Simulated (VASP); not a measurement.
# ReSb (rocksalt type) (Fm-3m) in VASP: a series of runs

The runs below take ReSb (rocksalt type) through single point, with LDA.

Everything below comes from runs of VASP 6.6.1. Logs are shortened: lines on timing, memory, paths and dates and some standing lists are left out, and cuts for length are marked.

### Step 1. The cell of the first run

The structure is cubic, space group Fm-3m (No. 225). The conventional cell has a = 4.479 Å, b = 4.479 Å, c = 4.479 Å, α = 90.00°, β = 90.00°, γ = 90.00°. Re (site symmetry m-3m) has 6 Sb at 2.24 Å within 3.0 Å. Within 3.0 Å of Sb (site symmetry m-3m) lie 6 Re at 2.24 Å.

### Step 2. Single point, LDA (11.23 Å³/atom)

Contents of INCAR:

```
ALGO = Normal ; EDIFF = 1E-6
ENCUT = 520 ; ISIF = 2
ISMEAR = -1 ; LASPH = True
LCHARG = False ; LREAL = False
LWAVE = False ; NBANDS = 13
NELM = 60 ; PREC = Accurate
SIGMA = 0.08
```

Contents of KPOINTS:

```
k-points
0
Gamma
  12 12 12
```

Contents of POSCAR:

```
ReSb
1.0
    0.0000000000      2.2395106884      2.2395106884
    2.2395106884      0.0000000000      2.2395106884
    2.2395106884      2.2395106884      0.0000000000
Re Sb
1 1
Direct
    0.0000000000      0.0000000000      0.0000000000
    0.5000000000      0.5000000000      0.5000000000
```

Potentials or basis: VASP PAW LDA potentials, release 64 (Re, Sb).

The run is started by

```
cat potpaw_LDA.64/Re/POTCAR potpaw_LDA.64/Sb/POTCAR > POTCAR
mpirun -np 1 vasp_std > vasp.out
```

OUTCAR:

```text
EDIFF = 1E-6
   ENCUT = 520
   ISIF = 2
   ISMEAR = -1
   LASPH = True
   LREAL = False
   NELM = 60
   PREC = Accurate

 ion  position               nearest neighbor table
   1  0.000  0.000  0.000-   2 2.24   2 2.24   2 2.24   2 2.24   2 2.24   2 2.24
   2  0.500  0.500  0.500-   1 2.24   1 2.24   1 2.24   1 2.24   1 2.24   1 2.24

  LATTYP: Found a face centered cubic cell.
 ALAT       =     4.4790213768

  Lattice vectors:

 A1 = (   0.0000000000,   2.2395106884,   2.2395106884)
 A2 = (   2.2395106884,   0.0000000000,   2.2395106884)
 A3 = (   2.2395106884,   2.2395106884,   0.0000000000)

Analysis of symmetry for initial positions (statically):
=====================================================================
 Subroutine PRICEL returns:
 Original cell was already a primitive cell.

 Routine SETGRP: Setting up the symmetry group for a
 face centered cubic supercell.

 Subroutine GETGRP returns: Found 48 space group operations
 (whereof 48 operations were pure point group operations)
 out of a pool of 48 trial point group operations.

The static configuration has the point symmetry O_h .

Analysis of symmetry for dynamics (positions and initial velocities):
=====================================================================
 Subroutine PRICEL returns:
 Original cell was already a primitive cell.

 Routine SETGRP: Setting up the symmetry group for a
 face centered cubic supercell.

 Subroutine GETGRP returns: Found 48 space group operations
 (whereof 48 operations were pure point group operations)
 out of a pool of 48 trial point group operations.

The dynamic configuration has the point symmetry O_h .

 Subroutine INISYM returns: Found 48 space group operations
 (whereof 48 operations are pure point group operations),
 and found     1 'primitive' translations

----------------------------------------------------------------------------------------

                                     Primitive cell

  volume of cell :      22.4641

  direct lattice vectors                    reciprocal lattice vectors
     0.000000000  2.239510688  2.239510688    -0.223263056  0.223263056  0.223263056
     2.239510688  0.000000000  2.239510688     0.223263056 -0.223263056  0.223263056
     2.239510688  2.239510688  0.000000000     0.223263056  0.223263056 -0.223263056

  length of vectors
     3.167146389  3.167146389  3.167146389     0.386702956  0.386702956  0.386702956

  position of ions in fractional coordinates (direct lattice)
     0.000000000  0.000000000  0.000000000
     0.500000000  0.500000000  0.500000000

  ion indices of the primitive-cell ions
   primitive index   ion index
                 1           1
[... 85 lines left out ...]
   NUPDOWN=      -1.0000    fix difference up-down
   EMIN   =  10.00;   EMAX   =-10.00  energy-range for DOS
   EFERMI =   0.00;   METHOD = LEGACY
   ISMEAR =    -1;   SIGMA  =   0.08  broadening in eV -4-tet -1-fermi 0-gaus
   EFERMI_NEDOS =   21; number of points for ismear=-14 and -15
   IALGO  =     38    algorithm
   IMIX   =      4    mixing-type and parameters
     AMIX     =   0.40;   BMIX     =  1.00
     AMIX_MAG =   1.60;   BMIX_MAG =  1.00
  volume/ion in A,a.u.               =      11.23        75.80
  Fermi-wavevector in a.u.,A,eV,Ry     =   1.328328  2.510177 24.006884  1.764456
  Thomas-Fermi vector in A             =   2.457574
   LORBIT       =      0    0 simple, 1 ext, 2 COOP (PROOUT), +10 PAW based schemes
   GGA     = CA    functional components
   LHFCALC =     F    Hartree Fock is set to
   AEXX    =    0.0000 exact exchange contribution
   IVDW    =     0    specifies the selected vdW correction
   LEPSILON=     F    determine dielectric tensor
   LRPA    =     F    only Hartree local field effects (RPA)
 non-spin polarized calculation
  energy-cutoff  :      520.00
  volume of cell :       22.46
 maximum number of plane-waves:       620
   NGX = 11   NGY = 11   NGZ = 11

 number of electron      12.0000001 magnetization

 Free energy of the ion-electron system (eV)
  ---------------------------------------------------
  ext. energy  EPLUGINS =         0.00000000
  ---------------------------------------------------
  free energy    TOTEN  =        -6.19786404 eV

  energy without entropy =       -6.18252304  energy(sigma->0) =       -6.19019354

 E-fermi :  18.8070     XC(G=0): -14.7945

 val. band max:       18.7750465676   @ k =  -0.2500   0.5000   0.2500
 cond. band min:      18.8369741433   @ k =  -0.4167   0.1667   0.0833
 fundamental gap:      0.0619275757
 Fermi energy:        18.8069531770

 k-point     1 :       0.0000    0.0000    0.0000
  band No.  band energies     occupation
      1       0.3423      2.00000
      2      14.4177      2.00000
      3      14.4177      2.00000
      4      14.4177      2.00000
      5      16.6360      2.00000
      6      16.6360      2.00000
      7      22.1445      0.00000
      8      22.1445      0.00000
      9      22.1445      0.00000
     10      23.0116      0.00000
     11      34.3423      0.00000
     12      35.4581      0.00000
     13      35.4581      0.00000
[... 354 lines left out ...]
  band No.  band energies     occupation
      1       6.5359      2.00000
      2       7.4923      2.00000
      3      11.1137      2.00000
      4      11.5463      2.00000
      5      17.0839      2.00000
      6      17.4571      2.00000
      7      19.0558      0.08535
      8      24.8261      0.00000
      9      25.5846      0.00000
     10      26.2081      0.00000
     11      31.5939      0.00000
     12      32.5315      0.00000
     13      34.2919      0.00000

 [... further k-points ...]

------------------------ aborting loop because EDIFF is reached ----------------------------------------

  FORCE on cell =-STRESS in cart. coord.  units (eV):
  Direction    XX          YY          ZZ          XY          YZ          ZX
  --------------------------------------------------------------------------------------
  -------------------------------------------------------------------------------------
  Total       44.2006857     44.2006857     44.2006857     -0.0000000      0.0000000     -0.0000000
  in kB     3152.4642861   3152.4642861   3152.4642861     -0.0000000      0.0000000     -0.0000000
  external PRESSURE =    3152.4642861 kB  Pullay stress =       0.0000000 kB

 VOLUME and BASIS-vectors are now :
 -----------------------------------------------------------------------------
  energy-cutoff  :      520.00
  volume of cell :       22.46
      direct lattice vectors                 reciprocal lattice vectors
     0.000000000  2.239510688  2.239510688    -0.223263056  0.223263056  0.223263056
     2.239510688  0.000000000  2.239510688     0.223263056 -0.223263056  0.223263056
     2.239510688  2.239510688  0.000000000     0.223263056  0.223263056 -0.223263056

 POSITION                                       TOTAL-FORCE (eV/Angst)
 -----------------------------------------------------------------------------------
      0.00000      0.00000      0.00000         0.000000      0.000000     -0.000000
      2.23951      2.23951      2.23951        -0.000000      0.000000      0.000000
 -----------------------------------------------------------------------------------
    total drift:                                0.000000     -0.000000     -0.000000

  FREE ENERGIE OF THE ION-ELECTRON SYSTEM (eV)
  ---------------------------------------------------
  free  energy   TOTEN  =        -6.1978640388 eV

  energy  without entropy=       -6.1825230359  energy(sigma->0) =       -6.19019354
```

stdout:

```text
POSCAR found type information on POSCAR ReSb
 POSCAR found :  2 types and       2 ions
 scaLAPACK will be used
 LDA part: xc-table for (Slater(with rela. corr.)+CA(PZ))
 , standard interpolation
 POSCAR, INCAR and KPOINTS ok, starting setup
 FFT: planning ... GRIDC
 FFT: planning ... GRID_SOFT
 FFT: planning ... GRID
 WAVECAR not read
 entering main loop
```

It took 14 s on 1 thread of Intel Xeon 8259CL, shared host; peak memory 0.14 GiB.

Results:

```
Free energy            : -6.1979 eV
Pressure               : 315.2 GPa
Band gap on the k mesh : zero (bands 6 and 7 overlap by 0.08 eV)
```

Levels at points of the mesh, in eV from the Fermi level:
```tsv
k point	band 2	band 3	band 4	band 5	band 6	band 7	band 8	band 9	band 10	band 11
(0.00, 0.00, 0.00)	-4.39	-4.39	-4.39	-2.17	-2.17	3.34	3.34	3.34	4.20	15.54
(0.50, 0.00, 0.00)	-11.49	-7.78	-7.78	-1.58	-1.58	0.24	4.60	8.12	8.12	13.63
(0.50, 0.50, 0.00)	-7.71	-7.35	-1.65	-1.65	-0.57	0.11	0.11	2.64	11.40	12.88
```

Caveat: the cell stands under pressure; spin-orbit coupling is left out, which moves the levels of the heavy elements.

### Step 3. Single point, LDA (13.17 Å³/atom)

This run uses another cell than the first one, of 13.17 Å³/atom.

Contents of INCAR:

```
SYSTEM = ReSb
PREC     = Accurate       ! precision mode
ENCUT    = 520            ! plane-wave cutoff, eV
EDIFF    = 1E-6           ! SCF threshold, eV
ISMEAR   = -1             ! smearing method
SIGMA    = 0.08           ! smearing width, eV
LREAL    = .FALSE.        ! projectors in reciprocal space
LASPH    = .TRUE.         ! aspherical terms in the spheres
NELM     = 60             ! most SCF steps
ALGO     = Normal         ! electronic algorithm
ISIF     = 2              ! what is computed and relaxed
LWAVE    = .FALSE.        ! write WAVECAR
LCHARG   = .TRUE.         ! write CHGCAR
LELF     = .TRUE.         ! ELF
LVHAR    = .TRUE.       
NBANDS   = 13             ! bands
```

Contents of KPOINTS:

```
regular mesh
0
G
  12 12 12
  0 0 0
```

Contents of POSCAR:

```
ReSb
1.0
    0.0000000000      2.3614573844      2.3614573844
    2.3614573844      0.0000000000      2.3614573844
    2.3614573844      2.3614573844      0.0000000000
Re Sb
1 1
Direct
    0.0000000000      0.0000000000      0.0000000000
    0.5000000000      0.5000000000      0.5000000000
```

Potentials or basis: VASP PAW LDA potentials, release 64 (Re, Sb).

The run is started by

```
cat potpaw_LDA.64/Re/POTCAR potpaw_LDA.64/Sb/POTCAR > POTCAR
mpirun -np 1 vasp_std > vasp.out
```

OUTCAR:

```text
SYSTEM = ReSb
   PREC = Accurate
   ENCUT = 520
   EDIFF = 1E-6
   ISMEAR = -1
   LREAL = .FALSE.
   LASPH = .TRUE.
   NELM = 60
   ISIF = 2

 ion  position               nearest neighbor table
   1  0.000  0.000  0.000-   2 2.36   2 2.36   2 2.36   2 2.36   2 2.36   2 2.36
   2  0.500  0.500  0.500-   1 2.36   1 2.36   1 2.36   1 2.36   1 2.36   1 2.36

  LATTYP: Found a face centered cubic cell.
 ALAT       =     4.7229147688

  Lattice vectors:

 A1 = (   0.0000000000,   2.3614573844,   2.3614573844)
 A2 = (   2.3614573844,   0.0000000000,   2.3614573844)
[... 570 lines left out ...]

  FORCE on cell =-STRESS in cart. coord.  units (eV):
  Direction    XX          YY          ZZ          XY          YZ          ZX
  --------------------------------------------------------------------------------------
  -------------------------------------------------------------------------------------
  Total       25.9822396     25.9822396     25.9822396     -0.0000000     -0.0000000      0.0000000
  in kB     1580.5812721   1580.5812721   1580.5812721     -0.0000000     -0.0000000      0.0000000
  external PRESSURE =    1580.5812721 kB  Pullay stress =       0.0000000 kB

 VOLUME and BASIS-vectors are now :
 -----------------------------------------------------------------------------
  energy-cutoff  :      520.00
  volume of cell :       26.34
      direct lattice vectors                 reciprocal lattice vectors
     0.000000000  2.361457384  2.361457384    -0.211733654  0.211733654  0.211733654
     2.361457384  0.000000000  2.361457384     0.211733654 -0.211733654  0.211733654
     2.361457384  2.361457384  0.000000000     0.211733654  0.211733654 -0.211733654

 POSITION                                       TOTAL-FORCE (eV/Angst)
 -----------------------------------------------------------------------------------
      0.00000      0.00000      0.00000         0.000000      0.000000     -0.000000
      2.36146      2.36146      2.36146         0.000000      0.000000      0.000000
 -----------------------------------------------------------------------------------
    total drift:                               -0.000000      0.000000      0.000000

  FREE ENERGIE OF THE ION-ELECTRON SYSTEM (eV)
  ---------------------------------------------------
  free  energy   TOTEN  =       -11.7100095971 eV

  energy  without entropy=      -11.6846054055  energy(sigma->0) =      -11.69730750
```

It took 28 s on 1 thread of Intel Xeon 8259CL, shared host; peak memory 0.16 GiB.

Results:

* Free energy: -11.7100 eV
* Pressure: 158.1 GPa
* Band gap on the k mesh: zero (bands 6 and 7 overlap by 0.27 eV)

Caveat: the cell stands under pressure; spin-orbit coupling is left out, which moves the levels of the heavy elements.

### Step 4. Single point, LDA (15.11 Å³/atom)

This run uses another cell than the first one, of 15.11 Å³/atom.

Contents of INCAR:

```
SYSTEM = ReSb
  PREC = Accurate
  ENCUT = 520
  EDIFF = 1E-6
  ISMEAR = -1
  SIGMA = 0.08
  LREAL = .False.
  LASPH = .True.
  NELM = 100
  ALGO = Normal
  ISIF = 2
  LWAVE = .False.
  LCHARG = .False.
  NBANDS = 13
```

Contents of KPOINTS:

```
Automatic mesh
0
Gamma
  12 12 12
  0 0 0
```

Contents of POSCAR:

```
ReSb
1.0
    0.0000000000      2.4719632461      2.4719632461
    2.4719632461      0.0000000000      2.4719632461
    2.4719632461      2.4719632461      0.0000000000
Re Sb
1 1
Direct
    0.0000000000      0.0000000000      0.0000000000
    0.5000000000      0.5000000000      0.5000000000
```

The run is started by

```
cat potpaw_LDA.64/Re/POTCAR potpaw_LDA.64/Sb/POTCAR > POTCAR
mpirun -np 1 vasp_std > vasp.out
```

It took 28 s on 1 thread of Intel Xeon 8259CL, shared host; peak memory 0.17 GiB.

The run converged. Its results:

```
Free energy            : -14.4296 eV
Pressure               : 75.3 GPa
Band gap on the k mesh : zero (bands 6 and 7 overlap by 0.20 eV)
```

Levels at points of the mesh, in eV from the Fermi level:
| k point | band 3 | band 4 | band 5 | band 6 | band 7 | band 8 | band 9 | band 10 |
| --- | --- | --- | --- | --- | --- | --- | --- | --- |
| (0.00, 0.00, 0.00) | -2.82 | -2.82 | -1.79 | -1.79 | 2.01 | 2.01 | 2.01 | 6.25 |
| (0.50, 0.00, 0.00) | -5.59 | -5.59 | -0.72 | -0.72 | 0.12 | 4.38 | 7.05 | 7.05 |
| (0.50, 0.50, 0.00) | -4.87 | -1.75 | -1.75 | -0.71 | 0.30 | 0.30 | 0.97 | 6.72 |

Caveat: the cell stands under pressure; spin-orbit coupling is left out, which moves the levels of the heavy elements.

### Step 5. Single point, LDA (15.11 Å³/atom)

This run uses another cell than the first one, of 15.11 Å³/atom.

Contents of INCAR:

```
PREC     = Accurate       # precision mode
ENCUT    = 520            # plane-wave cutoff, eV
EDIFF    = 1E-6           # SCF threshold, eV
ISMEAR   = -1             # smearing method
SIGMA    = 0.08           # smearing width, eV
LREAL    = F              # projectors in reciprocal space
LASPH    = T              # aspherical terms in the spheres
NELM     = 100            # most SCF steps
ALGO     = Normal         # electronic algorithm
ISIF     = 2              # what is computed and relaxed
LWAVE    = F              # write WAVECAR
LCHARG   = F              # write CHGCAR
GGA      = CA             # functional
NBANDS   = 13             # bands
```

Contents of KPOINTS:

```
Automatic mesh
0
Gamma
  12 12 12
```

POSCAR is that of step 4.

The run is started by

```
cat potpaw_LDA.64/Re/POTCAR potpaw_LDA.64/Sb/POTCAR > POTCAR
mpirun -np 1 vasp_std > vasp.out
```

Wall time 30 s (1 thread of Intel Xeon 8259CL, shared host); peak memory 0.17 GiB.

It converged, with:

```yaml
Free_energy: -14.4296 eV
Pressure: 75.3 GPa
Band_gap_on_the_k_mesh: zero (bands 6 and 7 overlap by 0.20 eV)
```

Levels at points of the mesh, in eV from the Fermi level:
```csv
k point,band 4,band 5,band 6,band 7,band 8,band 9
"(0.00, 0.00, 0.00)",-2.82,-1.79,-1.79,2.01,2.01,2.01
"(0.50, 0.00, 0.00)",-5.59,-0.72,-0.72,0.12,4.38,7.05
"(0.50, 0.50, 0.00)",-1.75,-1.75,-0.71,0.30,0.30,0.97
```

Caveat: the cell stands under pressure; spin-orbit coupling is left out, which moves the levels of the heavy elements.

### Step 6. The runs side by side

| cell | gap on the mesh (eV) | pressure (GPa) |
| --- | --- | --- |
| a = 3.167 Å, angles 60.0°, 2 atoms | none | 315.2 |
| a = 3.340 Å, angles 60.0°, 2 atoms | none | 158.1 |
| a = 3.496 Å, angles 60.0°, 2 atoms | none | 75.3 |

Alike in all rows: task single point; level LDA; potentials or basis VASP PAW LDA potentials, release 64 (Re, Sb); no spin polarisation; k mesh 12 × 12 × 12; cutoff (eV) 520; smearing fermi-dirac 0.08 eV.

Caveats: the cell stands under pressure; spin-orbit coupling is left out, which moves the levels of the heavy elements.

Total energies depend on the potentials used, so only differences within one code and one set of settings carry meaning.
